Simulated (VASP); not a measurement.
WS2, 3 atoms in the cell. Symmetry: R3m, No. 160, trigonal system. Conventional cell: a = 3.220 Å, b = 3.220 Å, c = 19.858 Å, α = 90.00°, β = 90.00°, γ = 120.00°. Within 3.3 Å of W (site symmetry 3m) lie 6 S at 2.53 to 2.54 Å and 6 W at 3.22 Å. Within 3.3 Å of S (site symmetry 3m) lie 3 W at 2.53 Å and 6 S at 3.22 Å. Within 3.3 Å of S (site symmetry 3m) lie 3 W at 2.54 Å and 6 S at 3.22 Å. 

```yaml
Program: VASP 6.6.1
Task: single point
Functional: PBE
Dispersion: D3(BJ)
Potentials_or_basis: VASP PAW PBE potentials, release 64 (W_sv, S)
Cutoff: 520 eV
k_mesh: 12 × 12 × 12
Occupations: gaussian, width 0.05 eV
Spin: no spin polarisation
Dipole_correction: no
Further_INCAR_settings: ALGO = Normal; EDIFF = 1e-06; NBANDS = 20
```

Potentials or basis: VASP PAW PBE potentials, release 64 (W_sv, S).

The run is started by

```console
$ cat potpaw_PBE.64/W_sv/POTCAR potpaw_PBE.64/S/POTCAR > POTCAR
$ mpirun -np 1 vasp_std > vasp.out
```

Hardware: 1 thread of Intel(R) Xeon(R) 6975P-C (Granite Rapids), on a shared host.

**Question.** Estimate the wall time of this run.

**Answer.** Run time: 7.1 min on 1 thread of Intel(R) Xeon(R) 6975P-C (Granite Rapids), on a shared host, peak memory 0.49 GiB. Counts: scf iterations 14, k points 189.
